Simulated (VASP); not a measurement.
Write the native input for VASP 6.6.1 that does the following.

```
Task                   : single point
Functional             : PBE
Potentials or basis    : VASP PAW PBE potentials, release 64 (V_sv, Se, S)
Cutoff                 : 520 eV
k mesh                 : 4 × 4 × 4
Occupations            : gaussian, width 0.1 eV
Spin                   : collinear spin, ferromagnetic start
Starting moments       : [2.0, 0.0, 0.0, 0.0, 0.0] μB
Dipole correction      : no
Further INCAR settings : ALGO = Normal; EDIFF = 1e-07; NBANDS = 30
```

The structure of VSeS3 lies in POSCAR:

```
VSeS3
1.0
    4.7909476400      0.0000000000      0.0000000000
    0.0000000000      4.7909476400      0.0000000000
    0.0000000000      0.0000000000      4.7909476400
V Se S
1 1 3
Direct
    0.0000000000      0.0000000000      0.0000000000
    0.5000000000      0.5000000000      0.5000000000
    0.0000000000      0.5000000000      0.5000000000
    0.5000000000      0.0000000000      0.5000000000
    0.5000000000      0.5000000000      0.0000000000
```

The cell was generated, and may not be a known phase.

One way to write it, as run:

INCAR

```
SYSTEM = VSeS3
PREC = Accurate
ENCUT = 520
EDIFF = 1E-7
ISMEAR = 0
SIGMA = 0.1
LREAL = .FALSE.
LASPH = .TRUE.
NELM = 150
ALGO = Normal
ISIF = 2
LWAVE = .FALSE.
LCHARG = .FALSE.
ISPIN = 2
MAGMOM = 2 0 0 0 0
LORBIT = 11
LMAXMIX = 4
GGA = PE
NBANDS = 30
```

KPOINTS

```
Automatic mesh
0
G
  4 4 4
  0 0 0
```

Potentials or basis: VASP PAW PBE potentials, release 64 (V_sv, Se, S).

Command:

```console
$ cat potpaw_PBE.64/V_sv/POTCAR potpaw_PBE.64/Se/POTCAR potpaw_PBE.64/S/POTCAR > POTCAR
$ mpirun -np 1 vasp_std > vasp.out
```

Results of the run:

* Pressure: -1.5 GPa
* Net moment: 2.54 μB per cell
* Site moments: V +2.81; Se +0.08; S -0.20 μB
* Valence electrons inside the program's atomic spheres: V 11.05; Se 3.78; S 3.61

Wall time 2.8 min on 1 thread of AMD EPYC 7R13 (shared host), peak memory 0.23 GiB.
